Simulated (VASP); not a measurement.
A run of VASP 6.6.1:

Contents of INCAR:

```
SYSTEM = LiBr
PREC = Accurate
ENCUT = 750
EDIFF = 1E-6
ISMEAR = -1
SIGMA = 0.03
LREAL = .False.
LASPH = .True.
NELM = 120
ALGO = Normal
ISIF = 2
LWAVE = .False.
LCHARG = .True.
GGA = PE
LELF = .True.
LVHAR = .True.
NBANDS = 12
GGA_COMPAT = .False.
```

The input KPOINTS:

```
regular mesh
0
Gamma
  9 9 9
  0 0 0
```

Contents of POSCAR:

```
LiBr
1.0
    0.0000000000      2.3827205951      2.3827205951
    2.3827205951      0.0000000000      2.3827205951
    2.3827205951      2.3827205951      0.0000000000
Li Br
1 1
Direct
    0.0000000000      0.0000000000      0.0000000000
    0.5000000000      0.5000000000      0.5000000000
```

Potentials or basis: VASP PAW PBE potentials, release 64 (Li_sv, Br).

The run is started by

```bash
$ cat potpaw_PBE.64/Li_sv/POTCAR potpaw_PBE.64/Br/POTCAR > POTCAR
$ mpirun -np 1 vasp_std > vasp.out
```

Hardware: 1 thread of AMD EPYC 9R45 (Zen 5), with other jobs on the host.

Problem. Estimate the wall time of this run.

Solution. It took 7.7 s on 1 thread of AMD EPYC 9R45 (Zen 5), on a shared host, peak memory 0.14 GiB. Counts: scf iterations 11, k points 35.
